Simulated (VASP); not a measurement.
# Ge (I4_122) in VASP: a series of runs

Runs on Ge. Level: PBE. Tasks: single point, relaxation of cell and atoms.

Everything below comes from runs of VASP 6.6.1. Logs are shortened: lines on timing, memory, paths and dates and some standing lists are left out, and cuts for length are marked.

## Step 1: The cell of the first run

Symmetry: I4_122, No. 98, tetragonal system. Conventional cell: a = 7.206 Å, b = 7.206 Å, c = 4.309 Å, α = 90.00°, β = 90.00°, γ = 90.00°. Within 3.3 Å of Ge (site symmetry 222) lie 8 Ge at 2.45 to 3.26 Å. Ge (site symmetry 2) has 4 Ge at 2.31 to 2.45 Å within 3.0 Å.

The cell was generated, and may not be a known phase.

## Step 2: Single point, PBE

Input file INCAR:

```
SYSTEM = Ge
PREC     = Accurate       ! precision mode
ENCUT    = 520            ! plane-wave cutoff, eV
EDIFF    = 1E-7           ! SCF threshold, eV
ISMEAR   = 0              ! smearing method
SIGMA    = 0.1            ! smearing width, eV
LREAL    = .False.        ! projectors in reciprocal space
LASPH    = .True.         ! aspherical terms in the spheres
NELM     = 100            ! most SCF steps
ALGO     = Normal         ! electronic algorithm
ISIF     = 2              ! what is computed and relaxed
LWAVE    = .False.        ! write WAVECAR
LCHARG   = .False.        ! write CHGCAR
GGA      = PE             ! functional
NBANDS   = 51             ! bands
```

Input file KPOINTS:

```
Automatic mesh
0
Gamma
  6 6 6
  0 0 0
```

Input file POSCAR:

```
Ge
1.0
   -3.6029806600      3.6029806600      2.1545889800
    3.6029806600     -3.6029806600      2.1545889800
    3.6029806600      3.6029806600     -2.1545889800
Ge
6
Direct
    0.5000000000      0.5000000000      0.0000000000
    0.2500000000      0.7500000000      0.5000000000
    0.8251750700      0.6250000000      0.7001750700
    0.9248249300      0.1250000000      0.2998249300
    0.3750000000      0.1748249300      0.2998249300
    0.8750000000      0.0751750700      0.7001750700
```

Potentials or basis: VASP PAW PBE potentials, release 64 (Ge_d).

Started as:

```
$ cat potpaw_PBE.64/Ge_d/POTCAR > POTCAR
$ mpirun -np 1 vasp_std > vasp.out
```

OUTCAR:

```text
SYSTEM = Ge
   PREC = Accurate
   ENCUT = 520
   EDIFF = 1E-7
   ISMEAR = 0
   LREAL = .False.
   LASPH = .True.
   NELM = 100
   ISIF = 2
   GGA = PE

 ion  position               nearest neighbor table
   1  0.500  0.500  0.000-   4 2.45   6 2.45   5 2.45   3 2.45
   2  0.250  0.750  0.500-   6 2.45   3 2.45   5 2.45   4 2.45
   3  0.825  0.625  0.700-   5 2.31   6 2.31   1 2.45   2 2.45
   4  0.925  0.125  0.300-   5 2.31   6 2.31   1 2.45   2 2.45
   5  0.375  0.175  0.300-   3 2.31   4 2.31   1 2.45   2 2.45
   6  0.875  0.075  0.700-   3 2.31   4 2.31   1 2.45   2 2.45

  LATTYP: Found a body centered tetragonal cell.
 ALAT       =     7.2059613200
 C/A-ratio  =     0.5980018166

  Lattice vectors:

 A1 = (  -3.6029806600,   3.6029806600,   2.1545889800)
 A2 = (   3.6029806600,  -3.6029806600,   2.1545889800)
 A3 = (   3.6029806600,   3.6029806600,  -2.1545889800)

Analysis of symmetry for initial positions (statically):
=====================================================================
 Subroutine PRICEL returns:
 Original cell was already a primitive cell.

 Routine SETGRP: Setting up the symmetry group for a
 body centered tetragonal supercell.

 Subroutine GETGRP returns: Found  8 space group operations
 (whereof  4 operations were pure point group operations)
 out of a pool of 16 trial point group operations.

The static configuration has the point symmetry D_2 .
 The point group associated with its full space group is D_4 .

Analysis of symmetry for dynamics (positions and initial velocities):
=====================================================================
 Subroutine PRICEL returns:
 Original cell was already a primitive cell.

 Routine SETGRP: Setting up the symmetry group for a
 body centered tetragonal supercell.

 Subroutine GETGRP returns: Found  8 space group operations
 (whereof  4 operations were pure point group operations)
 out of a pool of 16 trial point group operations.

The dynamic configuration has the point symmetry D_2 .
 The point group associated with its full space group is D_4 .

 Subroutine INISYM returns: Found  8 space group operations
 (whereof  4 operations are pure point group operations),
 and found     1 'primitive' translations

----------------------------------------------------------------------------------------

                                     Primitive cell

  volume of cell :     111.8789

[... 98 lines left out ...]
   EDIFFG = 0.1E-05   stopping-criterion for IOM
   NSW    =      0    number of steps for IOM
   IBRION =     -1    ionic relax: 0-MD 1-quasi-New 2-CG
   NFREE  =      0    steps in history (QN), initial steepest desc. (CG)
   ISIF   =      2    stress and relaxation
   ISYM   =      2    0-nonsym 1-usesym 2-fastsym
   POTIM  = 0.5000    time-step for ionic-motion
   TEBEG  =    0.0;   TEEND  =   0.0 temperature during run
   PSTRESS=    0.0 pullay stress
   NELECT =      84.0000    total number of electrons
   NUPDOWN=      -1.0000    fix difference up-down
   EMIN   =  10.00;   EMAX   =-10.00  energy-range for DOS
   EFERMI =   0.00;   METHOD = LEGACY
   ISMEAR =     0;   SIGMA  =   0.10  broadening in eV -4-tet -1-fermi 0-gaus
   EFERMI_NEDOS =   21; number of points for ismear=-14 and -15
   IALGO  =     38    algorithm
   IMIX   =      4    mixing-type and parameters
     AMIX     =   0.40;   BMIX     =  1.00
     AMIX_MAG =   1.60;   BMIX_MAG =  1.00
  volume/ion in A,a.u.               =      18.65       125.83
  Fermi-wavevector in a.u.,A,eV,Ry     =   1.487939  2.811797 30.122793  2.213963
  Thomas-Fermi vector in A             =   2.601037
   LORBIT       =      0    0 simple, 1 ext, 2 COOP (PROOUT), +10 PAW based schemes
   GGA     = PE    functional components
   LHFCALC =     F    Hartree Fock is set to
   AEXX    =    0.0000 exact exchange contribution
   IVDW    =     0    specifies the selected vdW correction
   LEPSILON=     F    determine dielectric tensor
   LRPA    =     F    only Hartree local field effects (RPA)
 non-spin polarized calculation
 Gauss-broadening in eV      SIGMA  =   0.10
  energy-cutoff  :      520.00
  volume of cell :      111.88
 maximum number of plane-waves:      3030
 NGX is ok and might be reduce to    42
   NGX = 21   NGY = 21   NGZ = 21

 number of electron      84.0000045 magnetization

 Free energy of the ion-electron system (eV)
  ---------------------------------------------------
  ext. energy  EPLUGINS =         0.00000000
  ---------------------------------------------------
  free energy    TOTEN  =       -23.96374397 eV

  energy without entropy =      -23.95592206  energy(sigma->0) =      -23.95983302

 E-fermi :   6.5673     XC(G=0): -11.0513

 val. band max:        6.5374309881   @ k =  -0.3333   0.5000   0.3333
 cond. band min:       6.6409160764   @ k =   0.3333   0.0000  -0.0000
 fundamental gap:      0.1034850884
 Fermi energy:         6.5673099273

 k-point     1 :       0.0000    0.0000    0.0000
  band No.  band energies     occupation
      1     -18.3613      2.00000
      2     -18.3613      2.00000
      3     -18.2799      2.00000
      4     -18.2740      2.00000
      5     -18.2486      2.00000
      6     -18.2486      2.00000
[... 1285 lines left out ...]
     50      12.7951      0.00000
     51      13.1164      0.00000

 [... further k-points ...]

------------------------ aborting loop because EDIFF is reached ----------------------------------------

  FORCE on cell =-STRESS in cart. coord.  units (eV):
  Direction    XX          YY          ZZ          XY          YZ          ZX
  --------------------------------------------------------------------------------------
  -------------------------------------------------------------------------------------
  Total       13.1851622     13.1851622     11.4593165     -0.0000000      0.0000000      0.0000000
  in kB      188.8199032    188.8199032    164.1046966     -0.0000000      0.0000000      0.0000000
  external PRESSURE =     180.5815010 kB  Pullay stress =       0.0000000 kB

 VOLUME and BASIS-vectors are now :
 -----------------------------------------------------------------------------
  energy-cutoff  :      520.00
  volume of cell :      111.88
      direct lattice vectors                 reciprocal lattice vectors
    -3.602980660  3.602980660  2.154588980     0.000000000  0.138773989  0.232062822
     3.602980660 -3.602980660  2.154588980     0.138773989  0.000000000  0.232062822
     3.602980660  3.602980660 -2.154588980     0.138773989  0.138773989  0.000000000

 POSITION                                       TOTAL-FORCE (eV/Angst)
 -----------------------------------------------------------------------------------
      0.00000      0.00000      2.15459        -0.000000      0.000000      0.000000
      3.60298      0.00000      1.07729        -0.000000      0.000000      0.000000
      1.80149      3.24394      1.61594        -0.000000      2.036309     -0.000000
     -1.80149      3.96202      1.61594        -0.000000     -2.036309      0.000000
      0.35904      1.80149      0.53865        -2.036309      0.000000      0.000000
     -0.35904      5.40447      0.53865         2.036309      0.000000     -0.000000
 -----------------------------------------------------------------------------------
    total drift:                                0.000001     -0.000001     -0.000000

  FREE ENERGIE OF THE ION-ELECTRON SYSTEM (eV)
  ---------------------------------------------------
  free  energy   TOTEN  =       -23.9637439712 eV

  energy  without entropy=      -23.9559220618  energy(sigma->0) =      -23.95983302
```

OSZICAR:

```text
N       E                     dE             d eps       ncg     rms          rms(c)
DAV:   1     0.914057452039E+03    0.91406E+03   -0.38862E+04  3554   0.486E+03
DAV:   2     0.152107373889E+03   -0.76195E+03   -0.74031E+03  3060   0.101E+03
[... 11 lines left out ...]
DAV:  14    -0.239637441419E+02    0.20874E-05   -0.76503E-06  4184   0.445E-02    0.418E-03
DAV:  15    -0.239637443997E+02   -0.25777E-06   -0.31335E-06  3498   0.438E-02    0.240E-03
DAV:  16    -0.239637443428E+02    0.56847E-07   -0.24449E-06  3330   0.198E-02    0.209E-03
DAV:  17    -0.239637440531E+02    0.28974E-06   -0.23797E-07  1964   0.542E-03    0.134E-03
DAV:  18    -0.239637439320E+02    0.12108E-06   -0.19661E-07  2320   0.450E-03    0.403E-04
DAV:  19    -0.239637439712E+02   -0.39234E-07   -0.35804E-08  1779   0.390E-03
   1 F= -.23963744E+02 E0= -.23959833E+02  d E =-.782191E-02
```

stdout:

```text
POSCAR found type information on POSCAR Ge
 POSCAR found :  1 types and       6 ions
 scaLAPACK will be used
 LDA part: xc-table for (Slater+PW92), standard interpolation
 POSCAR, INCAR and KPOINTS ok, starting setup
 FFT: planning ... GRIDC
 FFT: planning ... GRID_SOFT
 FFT: planning ... GRID
 WAVECAR not read
 entering main loop
```

Run time: 7.8 min. Hardware: 1 thread of Intel Xeon 8259CL, shared host; peak memory 0.31 GiB.

Results:

| Item | Value |
| --- | --- |
| Free energy | -23.9637 eV |
| Pressure | 18.1 GPa |
| Largest force | 2.036 eV/Å |
| Band gap on the k mesh | zero (bands 42 and 43 overlap by 2.20 eV) |

Forces on the atoms (eV/Å):
```
Ge   0.000  0.000  0.000
Ge   0.000  0.000  0.000
Ge   0.000  2.036  0.000
Ge   0.000 -2.036  0.000
Ge  -2.036  0.000  0.000
Ge   2.036  0.000  0.000
```

Stress tensor (GPa, compression positive):
```
18.88  0.00  0.00
 0.00 18.88  0.00
 0.00  0.00 16.41
```

Caveat: the cell stands under pressure; forces of over 1 eV/Å act on the atoms, so gaps and moduli don't describe the material at rest.

## Step 3: Single point, PBE

This run uses another cell than the first one, of 21.67 Å³/atom.

Input file INCAR:

```
ALGO = Normal ; EDIFF = 1E-7
ENCUT = 520 ; GGA = PE
ISIF = 2 ; ISMEAR = 0
LASPH = True ; LCHARG = False
LREAL = False ; LWAVE = False
NBANDS = 51 ; NELM = 60
PREC = Accurate ; SIGMA = 0.1
```

Input file KPOINTS:

```
k-points
0
Gamma
  6 6 6
```

Input file POSCAR:

```
Ge
1.0
   -3.7632188602      3.7632188602      2.2948201880
    3.7632188602     -3.7632188602      2.2948201880
    3.7632188602      3.7632188602     -2.2948201880
Ge
6
Direct
    0.5000000000      0.5000000000      0.0000000000
    0.2500000000      0.7500000000      0.5000000000
    0.8454248338      0.6250000000      0.7204248338
    0.9045751662      0.1250000000      0.2795751662
    0.3750000000      0.1545751662      0.2795751662
    0.8750000000      0.0954248338      0.7204248338
```

Potentials or basis: VASP PAW PBE potentials, release 64 (Ge_d).

Started as:

```
$ cat potpaw_PBE.64/Ge_d/POTCAR > POTCAR
$ mpirun -np 1 vasp_std > vasp.out
```

It took 6.4 min on 1 thread of Intel Xeon 8259CL, shared host; peak memory 0.37 GiB.

Results (log left out):

| Item | Value |
| --- | --- |
| Free energy | -25.2902 eV |
| Pressure | 0.3 GPa |
| Largest force | 0.019 eV/Å |
| Band gap on the k mesh | zero (bands 42 and 43 overlap by 2.52 eV) |

Forces on the atoms (eV/Å):
```
Ge   0.000  0.000  0.000
Ge   0.000  0.000  0.000
Ge   0.000  0.019  0.000
Ge   0.000 -0.019  0.000
Ge  -0.019  0.000  0.000
Ge   0.019  0.000  0.000
```

Stress tensor (GPa, compression positive):
```
0.33 0.00 0.00
0.00 0.33 0.00
0.00 0.00 0.22
```

Levels at points of the mesh, in eV from the Fermi level:
```csv
k point,band 40,band 41,band 42,band 43,band 44,band 45
"(0.00, 0.00, 0.00)",-1.82,-1.82,-1.66,-1.66,0.97,0.97
"(0.50, 0.00, 0.00)",-1.65,-1.10,-0.02,1.01,1.54,1.71
"(0.50, 0.50, 0.00)",-2.62,-0.26,0.79,0.81,1.16,1.85
"(0.50, 0.50, 0.50)",-0.98,-0.09,0.86,1.06,1.20,1.20
```

(Continued in part 2 of 2.)

The gap in the log of VASP goes by the Fermi energy; the results here count the filled bands.